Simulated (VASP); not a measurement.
Input of a VASP 6.6.1 run:

The input INCAR:

```
SYSTEM = Hf
ALGO = Normal
EDIFF = 1E-6
EDIFFG = -0.005
ENCUT = 600
GGA = PE
IBRION = 2
ISIF = 3
ISMEAR = -1
LASPH = .TRUE.
LCHARG = .FALSE.
LREAL = .FALSE.
LWAVE = .FALSE.
NELM = 100
NSW = 100
PREC = Accurate
SIGMA = 0.03
```

Contents of KPOINTS:

```
k-points
0
G
  12 12 12
  0 0 0
```

File POSCAR:

```
Hf
1.0
    3.0475574160      0.0000000000      0.0000000000
    0.0000000000      3.0475574160      0.0000000000
    0.0000000000      0.0000000000      3.0475574160
Hf
1
Direct
    0.0000000000      0.0000000000      0.0000000000
```

Potentials or basis: VASP PAW PBE potentials, release 64 (Hf_pv).

Command:

```bash
$ cat potpaw_PBE.64/Hf_pv/POTCAR > POTCAR
$ mpirun -np 1 vasp_std > vasp.out
```

**Question.** Predict the space group after relaxing (to 0.05 Å).

**Answer.** Pm-3m (No. 221).

**Question.** What does it give for the band gap on the k mesh?

**Answer.** Zero (band 5 reaches 4.70 eV, above the bottom of band 6 at 2.38 eV).

Final structure:
```yaml
crystal:
  lattice:
    - [2.91688, 0.00000, 0.00000]
    - [0.00000, 2.91688, 0.00000]
    - [0.00000, 0.00000, 2.91688]
  atoms:
    - { symbol: Hf, position: [0.00000, 0.00000, 0.00000] }
```

Caveat: spin-orbit coupling is left out, which moves the levels of the heavy elements.
